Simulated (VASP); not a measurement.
# MgO (P-6m2) in VASP: a series of runs

The runs below take MgO through single point, with PBE.

Program: VASP 6.6.1. These are calculated values, not measurements. Logs are shortened: lines on timing, memory, paths and dates and some standing lists are left out, and cuts for length are marked.

**1. The cell of the first run**

The structure is hexagonal, space group P-6m2 (No. 187). Conventional cell: a = 2.918 Å, b = 2.918 Å, c = 2.662 Å, α = 90.00°, β = 90.00°, γ = 120.00°. Mg (site symmetry -6m2) has 6 O at 2.15 Å and 2 Mg at 2.66 Å within 2.8 Å. Within 2.8 Å of O (site symmetry -6m2) lie 6 Mg at 2.15 Å and 2 O at 2.66 Å.

**2. Single point, PBE**

INCAR reads:

```
SYSTEM = MgO
PREC = Accurate
ENCUT = 520
EDIFF = 1E-6
ISMEAR = -1
SIGMA = 0.05
LREAL = .False.
LASPH = .True.
NELM = 60
ALGO = Normal
ISIF = 2
LWAVE = .False.
LCHARG = .True.
GGA = PE
LELF = .True.
LVHAR = .True.
NBANDS = 11
```

KPOINTS reads:

```
regular mesh
0
Gamma
  10 10 10
  0 0 0
```

POSCAR reads:

```
MgO
1.0
    2.9183020482      0.0000000000      0.0000000000
   -1.4591510241      2.5273237096      0.0000000000
    0.0000000000      0.0000000000      2.6616950286
Mg O
1 1
Direct
    0.0000000000      0.0000000000      0.0000000000
    0.3333333333      0.6666666667      0.5000000000
```

Potentials or basis: VASP PAW PBE potentials, release 64 (Mg, O).

Run with:

```sh
cat potpaw_PBE.64/Mg/POTCAR potpaw_PBE.64/O/POTCAR > POTCAR
mpirun -np 1 vasp_std > vasp.out
```

OUTCAR:

```text
SYSTEM = MgO
   PREC = Accurate
   ENCUT = 520
   EDIFF = 1E-6
   ISMEAR = -1
   LREAL = .False.
   LASPH = .True.
   NELM = 60
   ISIF = 2
   GGA = PE

 ion  position               nearest neighbor table
   1  0.000  0.000  0.000-   2 2.15   2 2.15   2 2.15   2 2.15   2 2.15   2 2.15
   2  0.333  0.667  0.500-   1 2.15   1 2.15   1 2.15   1 2.15   1 2.15   1 2.15

  LATTYP: Found a hexagonal cell.
 ALAT       =     2.9183020482
 C/A-ratio  =     0.9120697531

  Lattice vectors:

 A1 = (   2.9183020482,   0.0000000000,   0.0000000000)
 A2 = (  -1.4591510241,   2.5273237096,   0.0000000000)
 A3 = (   0.0000000000,   0.0000000000,   2.6616950286)

Analysis of symmetry for initial positions (statically):
=====================================================================
 Subroutine PRICEL returns:
 Original cell was already a primitive cell.

 Routine SETGRP: Setting up the symmetry group for a
 hexagonal supercell.

 Subroutine GETGRP returns: Found 12 space group operations
 (whereof 12 operations were pure point group operations)
 out of a pool of 24 trial point group operations.

The static configuration has the point symmetry D_3h.

Analysis of symmetry for dynamics (positions and initial velocities):
=====================================================================
 Subroutine PRICEL returns:
 Original cell was already a primitive cell.

 Routine SETGRP: Setting up the symmetry group for a
 hexagonal supercell.

 Subroutine GETGRP returns: Found 12 space group operations
 (whereof 12 operations were pure point group operations)
 out of a pool of 24 trial point group operations.

The dynamic configuration has the point symmetry D_3h.

 Subroutine INISYM returns: Found 12 space group operations
 (whereof 12 operations are pure point group operations),
 and found     1 'primitive' translations

----------------------------------------------------------------------------------------

                                     Primitive cell

  volume of cell :      19.6313

  direct lattice vectors                    reciprocal lattice vectors
     2.918302048  0.000000000  0.000000000     0.342665010  0.197837736  0.000000000
    -1.459151024  2.527323710  0.000000000     0.000000000  0.395675471  0.000000000
     0.000000000  0.000000000  2.661695029     0.000000000  0.000000000  0.375700442

  length of vectors
     2.918302048  2.918302048  2.661695029     0.395675471  0.395675471  0.375700442

  position of ions in fractional coordinates (direct lattice)
     0.000000000  0.000000000  0.000000000
     0.333333333  0.666666667  0.500000000

  ion indices of the primitive-cell ions
   primitive index   ion index
                 1           1
                 2           2

----------------------------------------------------------------------------------------

 KPOINTS: regular mesh

Automatic generation of k-mesh.
 Grid dimensions read from file:
 generate k-points for:   10   10   10

 Generating k-lattice:

  Cartesian coordinates                     Fractional coordinates (reciprocal lattice)
     0.034266501  0.019783774  0.000000000     0.100000000  0.000000000  0.000000000
     0.000000000  0.039567547  0.000000000     0.000000000  0.100000000  0.000000000
     0.000000000  0.000000000  0.037570044     0.000000000  0.000000000  0.100000000

  Length of vectors
     0.039567547  0.039567547  0.037570044

  Shift w.r.t. Gamma in fractional coordinates (k-lattice)
     0.000000000  0.000000000  0.000000000

 Subroutine IBZKPT returns following result:
 ===========================================

 Found     84 irreducible k-points:

 Following reciprocal coordinates:
            Coordinates               Weight
  0.000000  0.000000  0.000000      1.000000
  0.100000  0.000000  0.000000      6.000000
  0.200000  0.000000  0.000000      6.000000
  0.300000 -0.000000  0.000000      6.000000
  0.400000  0.000000  0.000000      6.000000
  0.500000 -0.000000  0.000000      3.000000
[... 16 lines left out ...]
  0.300000  0.100000  0.100000     24.000000
  0.400000  0.100000  0.100000     24.000000
 [... further k-points ...]
   k-points           NKPTS =     84   k-points in BZ     NKDIM =     84   number of bands    NBANDS=     11
   number of dos      NEDOS =    301   number of ions     NIONS =      2
   total plane-waves  NPLWV =  11520
   dimension x,y,z NGX =    24 NGY =   24 NGZ =   20
   dimension x,y,z NGXF=    48 NGYF=   48 NGZF=   40
   ions per type =               1   1
   NGX,Y,Z   is equivalent  to a cutoff of  13.67, 13.67, 12.49 a.u.
   NGXF,Y,Z  is equivalent  to a cutoff of  27.34, 27.34, 24.98 a.u.
 SYSTEM =  MgO
   PREC   = accura    normal or accurate (medium, high low for compatibility)
   ISTART =      0    job   : 0-new  1-cont  2-samecut
   ICHARG =      2    charge: 1-file 2-atom 10-const
   ISPIN  =      1    spin polarized calculation?
   LNONCOLLINEAR =      F non collinear calculations
   LSORBIT =      F    spin-orbit coupling
   LASPH  =      T    aspherical Exc in radial PAW
   ENCUT  =  520.0 eV  38.22 Ry    6.18 a.u.   5.43  5.43  4.95*2*pi/ulx,y,z
   NELM   =     60;   NELMIN=  2; NELMDL= -5     # of ELM steps
   EDIFF  = 0.1E-05   stopping-criterion for ELM
   LREAL  =      F    real-space projection
   EDIFFG = 0.1E-04   stopping-criterion for IOM
   NSW    =      0    number of steps for IOM
   IBRION =     -1    ionic relax: 0-MD 1-quasi-New 2-CG
   NFREE  =      0    steps in history (QN), initial steepest desc. (CG)
   ISIF   =      2    stress and relaxation
   ISYM   =      2    0-nonsym 1-usesym 2-fastsym
   POTIM  = 0.5000    time-step for ionic-motion
   TEBEG  =    0.0;   TEEND  =   0.0 temperature during run
   PSTRESS=    0.0 pullay stress
   NELECT =       8.0000    total number of electrons
   NUPDOWN=      -1.0000    fix difference up-down
   EMIN   =  10.00;   EMAX   =-10.00  energy-range for DOS
   EFERMI =   0.00;   METHOD = LEGACY
   ISMEAR =    -1;   SIGMA  =   0.05  broadening in eV -4-tet -1-fermi 0-gaus
   EFERMI_NEDOS =   21; number of points for ismear=-14 and -15
   IALGO  =     38    algorithm
   IMIX   =      4    mixing-type and parameters
     AMIX     =   0.40;   BMIX     =  1.00
     AMIX_MAG =   1.60;   BMIX_MAG =  1.00
  volume/ion in A,a.u.               =       9.82        66.24
  Fermi-wavevector in a.u.,A,eV,Ry     =   1.213729  2.293615 20.043257  1.473138
  Thomas-Fermi vector in A             =   2.349172
   LORBIT       =      0    0 simple, 1 ext, 2 COOP (PROOUT), +10 PAW based schemes
   GGA     = PE    functional components
   LHFCALC =     F    Hartree Fock is set to
   AEXX    =    0.0000 exact exchange contribution
   IVDW    =     0    specifies the selected vdW correction
   LEPSILON=     F    determine dielectric tensor
   LRPA    =     F    only Hartree local field effects (RPA)
 non-spin polarized calculation
  energy-cutoff  :      520.00
  volume of cell :       19.63
 maximum number of plane-waves:       549
 NGX is ok and might be reduce to    24
   NGX = 11   NGY = 11   NGZ =  9

 number of electron       7.9999994 magnetization

 Free energy of the ion-electron system (eV)
  ---------------------------------------------------
  ext. energy  EPLUGINS =         0.00000000
  ---------------------------------------------------
  free energy    TOTEN  =       -11.22807416 eV

  energy without entropy =      -11.22807416  energy(sigma->0) =      -11.22807416

 E-fermi :   4.5825     XC(G=0): -10.8262

 val. band max:        3.4516778698   @ k =   0.3000   0.3000   0.0000
 cond. band min:       6.6097384589   @ k =   0.0000   0.0000   0.0000
 fundamental gap:      3.1580605892
 Fermi energy:         4.5825003441

 k-point     1 :       0.0000    0.0000    0.0000
  band No.  band energies     occupation
      1     -14.0811      2.00000
      2       2.8409      2.00000
      3       2.8409      2.00000
      4       3.0527      2.00000
      5       6.6097      0.00000
      6      15.3955      0.00000
      7      19.1933      0.00000
      8      19.1933      0.00000
      9      23.5139      0.00000
     10      24.6543      0.00000
     11      26.2590      0.00000

 k-point     2 :       0.1000    0.0000    0.0000
  band No.  band energies     occupation
      1     -13.9907      2.00000
      2       2.1745      2.00000
      3       2.7650      2.00000
      4       3.0849      2.00000
      5       7.2382      0.00000
      6      15.4210      0.00000
      7      18.2053      0.00000
      8      19.4603      0.00000
      9      24.4728      0.00000
     10      24.6848      0.00000
     11      26.4238      0.00000

 k-point     3 :       0.2000    0.0000    0.0000
  band No.  band energies     occupation
      1     -13.7436      2.00000
      2       0.8982      2.00000
      3       2.5737      2.00000
      4       3.1710      2.00000
      5       8.4079      0.00000
      6      15.0063      0.00000
      7      17.4231      0.00000
      8      20.1316      0.00000
      9      23.9708      0.00000
     10      24.6924      0.00000
     11      27.0124      0.00000

 k-point     4 :       0.3000   -0.0000    0.0000
  band No.  band energies     occupation
      1     -13.4141      2.00000
      2      -0.3267      2.00000
      3       2.3507      2.00000
      4       3.2811      2.00000
      5       9.4471      0.00000
      6      14.2536      0.00000
      7      17.3618      0.00000
      8      20.8748      0.00000
      9      23.3075      0.00000
     10      24.5575      0.00000
     11      28.2657      0.00000
[... 239 lines left out ...]
 k-point    22 :       0.2000    0.1000    0.1000
  band No.  band energies     occupation
      1     -13.4527      2.00000
      2       0.2567      2.00000
      3       2.2985      2.00000
      4       2.7081      2.00000
      5       9.5424      0.00000
      6      14.6210      0.00000
      7      17.6918      0.00000
      8      20.0790      0.00000
      9      22.4640      0.00000
     10      25.1976      0.00000
     11      27.2133      0.00000

 k-point    23 :       0.3000    0.1000    0.1000
  band No.  band energies     occupation
      1     -13.1460      2.00000
      2      -0.6684      2.00000
      3       1.9858      2.00000
      4       2.8609      2.00000
      5      10.3225      0.00000
      6      14.1305      0.00000
      7      17.5372      0.00000
      8      20.3706      0.00000
      9      22.0343      0.00000
     10      25.6774      0.00000
     11      27.4885      0.00000

 k-point    24 :       0.4000    0.1000    0.1000
  band No.  band energies     occupation
      1     -12.9425      2.00000
      2      -1.2058      2.00000
      3       1.8008      2.00000
      4       2.9597      2.00000
      5      10.6588      0.00000
      6      14.1132      0.00000
      7      17.0762      0.00000
      8      20.9380      0.00000
      9      21.5897      0.00000
     10      26.2544      0.00000
     11      27.5559      0.00000

 [... further k-points ...]
[... 5 lines left out ...]
  --------------------------------------------------------------------------------------
  -------------------------------------------------------------------------------------
  Total        0.2480659      0.2480659      0.3276541      0.0000000     -0.0000000     -0.0000000
  in kB       20.2454888     20.2454888     26.7409463      0.0000000     -0.0000000     -0.0000000
  external PRESSURE =      22.4106413 kB  Pullay stress =       0.0000000 kB

 VOLUME and BASIS-vectors are now :
 -----------------------------------------------------------------------------
  energy-cutoff  :      520.00
  volume of cell :       19.63
      direct lattice vectors                 reciprocal lattice vectors
     2.918302048  0.000000000  0.000000000     0.342665010  0.197837736  0.000000000
    -1.459151024  2.527323710  0.000000000     0.000000000  0.395675471  0.000000000
     0.000000000  0.000000000  2.661695029     0.000000000  0.000000000  0.375700442

 POSITION                                       TOTAL-FORCE (eV/Angst)
 -----------------------------------------------------------------------------------
      0.00000      0.00000      0.00000        -0.000000      0.000000      0.000000
     -0.00000      1.68488      1.33085         0.000000      0.000000      0.000000
 -----------------------------------------------------------------------------------
    total drift:                                0.000000     -0.000000     -0.000000

  FREE ENERGIE OF THE ION-ELECTRON SYSTEM (eV)
  ---------------------------------------------------
  free  energy   TOTEN  =       -11.2280741584 eV

  energy  without entropy=      -11.2280741583  energy(sigma->0) =      -11.22807416
```

Wall time 22 s (1 thread of Intel Xeon 8259CL, shared host); peak memory 0.15 GiB.

What came out:

- Free energy: -11.2281 eV
- Pressure: 2.2 GPa
- Band gap on the k mesh: 3.16 eV, indirect (least direct gap 3.56 eV)

Levels at points of the mesh, in eV from the valence-band top:
```csv
k point,band 1,band 2,band 3,band 4,band 5,band 6,band 7,band 8
"(0.00, 0.00, 0.00)",-17.53,-0.61,-0.61,-0.40,3.16,11.94,15.74,15.74
"(0.50, 0.00, 0.00)",-16.46,-4.97,-1.34,-0.04,6.70,10.77,13.23,18.09
"(0.00, 0.00, 0.50)",-16.42,-5.44,-0.09,-0.09,8.46,9.18,17.71,17.71
"(0.50, 0.00, 0.50)",-15.67,-3.78,-3.42,-0.84,5.89,11.56,14.25,15.09
```

A k mesh can miss the band edges. As with any semilocal functional, this PBE gap is likely too small.

(Part 1 of 2 ends here.)
